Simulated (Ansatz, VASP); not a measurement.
**KMgF3: VASP beside Ansatz**

```
K Mg F
1.0
     3.95057    0.00000    0.00000
     0.00000    3.95057    0.00000
     0.00000    0.00000    3.95057
K Mg F
1 1 3
Cartesian
  1.9753 1.9753 1.9753
  0.0000 0.0000 0.0000
  1.9753 0.0000 0.0000
  0.0000 1.9753 0.0000
  0.0000 0.0000 1.9753
```

Alike in both runs: task single point; functional PBEsol; k mesh 6 × 6 × 6; occupations gaussian, width 0.02 eV; no spin polarisation.

|  | VASP | Ansatz |
| --- | --- | --- |
| version | VASP 6.6.1 | Ansatz 0.2.0 |
| potentials or method | VASP PAW PBE potentials, release 64 (K_sv, Mg, F), cutoff 520 eV | scalar-relativistic, plane waves, PAW |
| valence electrons in the cell | 32 | 40 |

```csv
,VASP,Ansatz,Ansatz less VASP
gap on the k mesh at the Fermi level (eV),7.32,7.35,+0.024
least direct gap on the mesh (eV),7.65,7.67,+0.021
pressure (GPa),2.0,2.4,+0.36
```

VASP's potentials were made for PBE, not for PBEsol. VASP's potentials hold 32 valence electrons a cell and Ansatz's 40, so a difference there can come from the potentials and not from the codes.
